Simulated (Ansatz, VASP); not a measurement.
**Two plane-wave programs on Ag**

```xyz
1
Lattice="-1.6127 1.6127 1.6127 1.6127 -1.6127 1.6127 1.6127 1.6127 -1.6127" Properties=species:S:1:pos:R:3 pbc="T T T"
Ag    0.0000    0.0000    0.0000
```

Alike in both runs: functional PBEsol; k mesh 20 × 20 × 20; occupations fermi-dirac, width 0.15 eV; no spin polarisation.

Ansatz relaxed the structure, and its values are those at the end. VASP's run is a single point on that final structure, the one shown.

|  | VASP | Ansatz |
| --- | --- | --- |
| version | VASP 6.6.1 | Ansatz 0.2.0 |
| potentials or method | VASP PAW PBE potentials, release 64 (Ag), cutoff 520 eV | scalar-relativistic, plane waves, PAW |
| valence electrons in the cell | 11 | 19 |

Ansatz gave:

```
gap on the k mesh at the Fermi level (eV) : none
pressure (GPa)                            : 0.0
```

Estimate VASP's values.

gap on the k mesh at the Fermi level (eV): none; pressure (GPa): -0.2.

VASP's potentials were made for PBE, not for PBEsol. A gap of «none» marks a metal or a gap that the smearing closes. With one functional, cell and mesh, what is left measures potentials, basis and numerics. VASP's potentials hold 11 valence electrons a cell and Ansatz's 19, so a difference there can come from the potentials and not from the codes.
